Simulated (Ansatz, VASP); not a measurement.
Two plane-wave programs on TiSn7O16

Contents of INCAR:

```
ALGO = Normal
EDIFF = 1E-8
ENCUT = 520
GGA = PE
ISIF = 2
ISMEAR = -1
LASPH = True
LCHARG = False
LEFG = True
LREAL = Auto
LWAVE = False
NBANDS = 121
NELM = 100
PREC = Accurate
SIGMA = 0.01
```

Contents of KPOINTS:

```
k-points
0
Gamma
  4 4 4
```

Contents of POSCAR:

```
TiSn7O16
1.0
   -4.7380000000      4.7380000000      3.1865000000
    4.7380000000     -4.7380000000      3.1865000000
    4.7380000000      4.7380000000     -3.1865000000
Ti Sn O
1 7 16
Direct
    0.0000000000      0.0000000000      0.0000000000
    0.5000000000      0.5000000000      0.0000000000
    0.5000000000      0.0000000000      0.5000000000
    0.0000000000      0.5000000000      0.5000000000
    0.5000000000      0.5000000000      0.5000000000
    0.0000000000      0.0000000000      0.5000000000
    0.0000000000      0.5000000000      0.0000000000
    0.5000000000      0.0000000000      0.0000000000
    0.1535500000      0.1535500000      0.3071000000
    0.6535500000      0.6535500000      0.3071000000
    0.6535500000      0.1535500000      0.8071000000
    0.1535500000      0.6535500000      0.8071000000
    0.6535500000      0.3464500000      0.5000000000
    0.1535500000      0.8464500000      0.5000000000
    0.1535500000      0.3464500000      0.0000000000
    0.6535500000      0.8464500000      0.0000000000
    0.3464500000      0.3464500000      0.6929000000
    0.8464500000      0.8464500000      0.6929000000
    0.8464500000      0.3464500000      0.1929000000
    0.3464500000      0.8464500000      0.1929000000
    0.3464500000      0.6535500000      0.5000000000
    0.8464500000      0.1535500000      0.5000000000
    0.8464500000      0.6535500000      0.0000000000
    0.3464500000      0.1535500000      0.0000000000
```

Input for Ansatz:

```yaml
crystal:
  lattice:
    - [-4.738, 4.738, 3.1865]
    - [4.738, -4.738, 3.1865]
    - [4.738, 4.738, -3.1865]
  atoms:
    - { symbol: Ti, position: [0.0, 0.0, 0.0] }
    - { symbol: Sn, position: [0.5, 0.5, 0.0] }
    - { symbol: Sn, position: [0.5, 0.0, 0.5] }
    - { symbol: Sn, position: [0.0, 0.5, 0.5] }
    - { symbol: Sn, position: [0.5, 0.5, 0.5] }
    - { symbol: Sn, position: [0.0, 0.0, 0.5] }
    - { symbol: Sn, position: [0.0, 0.5, 0.0] }
    - { symbol: Sn, position: [0.5, 0.0, 0.0] }
    - { symbol: O, position: [0.15355, 0.15355, 0.3071] }
    - { symbol: O, position: [0.65355, 0.65355, 0.3071] }
    - { symbol: O, position: [0.65355, 0.15355, 0.8071] }
    - { symbol: O, position: [0.15355, 0.65355, 0.8071] }
    - { symbol: O, position: [0.65355, 0.34645, 0.5] }
    - { symbol: O, position: [0.15355, 0.84645, 0.5] }
    - { symbol: O, position: [0.15355, 0.34645, 0.0] }
    - { symbol: O, position: [0.65355, 0.84645, 0.0] }
    - { symbol: O, position: [0.34645, 0.34645, 0.6929] }
    - { symbol: O, position: [0.84645, 0.84645, 0.6929] }
    - { symbol: O, position: [0.84645, 0.34645, 0.1929] }
    - { symbol: O, position: [0.34645, 0.84645, 0.1929] }
    - { symbol: O, position: [0.34645, 0.65355, 0.5] }
    - { symbol: O, position: [0.84645, 0.15355, 0.5] }
    - { symbol: O, position: [0.84645, 0.65355, 0.0] }
    - { symbol: O, position: [0.34645, 0.15355, 0.0] }
kpoints:
  mp_grid: { grid: [4, 4, 4] }
scf:
  occupations: { method: fermi_dirac, width: 0.01 }
hamiltonian:
  xc: pbe
  pseudopotentials: { kind: paw }
output:
  forces: true
  stress: true
  populations: true
  efg:
    quadrupole_moments_barn: { Ti: 0.247, Sn: -0.132, O: -0.02558 }
    contact_densities: true
```

Alike in both runs: task electric field gradients; functional PBE; k mesh 4 × 4 × 4; occupations fermi-dirac, width 0.01 eV; no spin polarisation.

|  | VASP | Ansatz |
| --- | --- | --- |
| version | VASP 6.6.1 | Ansatz 0.2.0 |
| potentials or method | VASP PAW PBE potentials, release 64 (Ti_sv, Sn_d, O) | plane-wave PAW, scalar-relativistic |
| plane-wave cutoff (eV) | 520 | 420 |
| valence electrons in the cell | 206 | 206 |

Ansatz gave:

| Item | Value |
| --- | --- |
| gap on the k mesh at the Fermi level (eV) | 1.77 |
| pressure (GPa) | 7.2 |
| traceless stress, the component that is largest in VASP (GPa) | 0.71 |
| rms of the force components (eV/Å) | 0.469 |
| size of Vzz on the site where it differs most (V/Å²) | 55.4 |

Question: Estimate VASP's values.

Answer: gap on the k mesh at the Fermi level (eV): 1.76; pressure (GPa): 7.9; traceless stress, the component that is largest in VASP (GPa): 0.91; rms of the force components (eV/Å): 0.474; size of Vzz on the site where it differs most (V/Å²): 59.4.

Atom by atom the forces differ by 0.009 eV/Å (rms over components). With one functional, cell and mesh, what is left measures potentials, basis and numerics.
